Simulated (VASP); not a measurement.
Crystal: Os.

```xyz
2
Lattice="2.7341 0.0000 0.0000 -1.3671 2.3678 0.0000 0.0000 0.0000 4.3197" Properties=species:S:1:pos:R:3 pbc="T T T"
Os    1.3671    0.7893    3.2398
Os    0.0000    1.5785    1.0799
```

| Property | Result |
| --- | --- |
| Program | VASP 6.6.1 |
| Task | relaxation of cell and atoms |
| Functional | HSE06 |
| Potentials or basis | VASP PAW PBE potentials, release 64 (Os) |
| Cutoff | 600 eV |
| k mesh | 6 × 6 × 3 |
| Occupations | fermi-dirac, width 0.05 eV |
| Spin | no spin polarisation |

At the start: pressure -3.4 GPa; volume 13.98 Å³/atom.

**Question.** Where does the relaxation end?

**Answer.** Over 6 steps the energy falls by 2.2 meV/atom and the volume is 13.88 Å³/atom (-0.7 %); space group P6_3/mmc (No. 194, to 0.1 Å) before and after.

The path:
```csv
step,energy change (eV),largest force (eV/Å),pressure (GPa),volume (Å³)
1,0.0000,0.0000,-3.41,27.96
2,0.0557,0.0000,18.25,26.78
3,-0.0038,0.0000,0.55,27.72
4,-0.0038,0.0000,0.63,27.72
5,-0.0033,0.0000,-0.89,27.82
6,-0.0043,0.0000,0.03,27.76
```

Final structure:
```xyz
2
Lattice="2.7342 0.0000 0.0000 -1.3671 2.3679 0.0000 0.0000 0.0000 4.2874" Properties=species:S:1:pos:R:3 pbc="T T T"
Os    1.3671    0.7893    3.2155
Os    0.0000    1.5786    1.0718
```

Caveat: the k points lie up to 0.49 Å⁻¹ apart in the final cell, too coarse for converged energies and pressures of a metal; the PAW data sets were made with another functional, which shifts forces and pressure a little.
